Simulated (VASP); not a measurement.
Write the native input for VASP 6.6.1 that does the following.

| Item | Value |
| --- | --- |
| Task | single point |
| Functional | PBE |
| Potentials or basis | VASP PAW PBE potentials, release 64 (Mg, O) |
| Cutoff | 520 eV |
| k mesh | 8 × 8 × 8 |
| Occupations | gaussian, width 0.01 eV |
| Spin | no spin polarisation |
| Dipole correction | no |
| Further INCAR settings | ALGO = Normal; EDIFF = 1e-06; NBANDS = 11 |

The structure of MgO (Periclase) lies in POSCAR:

```
MgO
1.0
    0.0000000000      2.0800032635      2.0800032635
    2.0800032635      0.0000000000      2.0800032635
    2.0800032635      2.0800032635      0.0000000000
Mg O
1 1
Direct
    0.0000000000      0.0000000000      0.0000000000
    0.5000000000      0.5000000000      0.5000000000
```

The input as run:

INCAR

```
SYSTEM = MgO
ALGO = Normal
EDIFF = 1E-6
ENCUT = 520
GGA = PE
ISIF = 2
ISMEAR = 0
LASPH = .True.
LCHARG = .False.
LREAL = .False.
LWAVE = .False.
NBANDS = 11
NELM = 60
PREC = Accurate
SIGMA = 0.01
```

KPOINTS

```
k-points
0
Gamma
  8 8 8
  0 0 0
```

Potentials or basis: VASP PAW PBE potentials, release 64 (Mg, O).

Command:

```bash
$ cat potpaw_PBE.64/Mg/POTCAR potpaw_PBE.64/O/POTCAR > POTCAR
$ mpirun -np 1 vasp_std > vasp.out
```

It gave:

```
Pressure               : 10.7 GPa
Band gap on the k mesh : 5.10 eV, direct
```

It took 8 s on 1 thread of AMD EPYC 7R43 64-Core Processor (Zen 3), on a shared host, peak memory 0.1 GiB.
